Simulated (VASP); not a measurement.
MgI2:

```
Mg I
1.0
     4.15721    0.00000    0.00000
    -2.07861    3.60025    0.00000
     0.00000    0.00000    6.87333
Mg I
1 2
Direct
  0.00000 0.00000 0.00000
  0.33333 0.66667 0.24262
  0.66667 0.33333 0.75738
```

Base run:

* Program: VASP 6.6.1
* Functional: PBE
* Potentials or basis: VASP PAW PBE potentials, release 64 (Mg, I)
* Cutoff: 600 eV
* k mesh: 6 × 6 × 4
* Occupations: gaussian, width 0.01 eV
* Spin: no spin polarisation

Its results: band gap on the k mesh 3.51 eV (least direct gap 3.68 eV); pressure 1.1 GPa.

Question: The run is repeated on the same cell with these changes: functional from PBE to HSE06; cutoff from 600 eV to 520 eV; k mesh from 6 × 6 × 4 to 6 × 6 × 2. What comes out?

Answer: Band gap on the k mesh 4.48 eV (least direct gap 4.67 eV); pressure 0.3 GPa.

Several settings changed at once.

Caveats: some runs use coarse meshes; spin-orbit coupling is left out, which moves the levels of the heavy elements; this functional lacks dispersion, which binds layers or chains, so the pressure and a relaxed spacing across them are unreliable; the PAW data sets were made with another functional, which shifts forces and pressure a little (at least some runs).

A k mesh can miss the band edges.
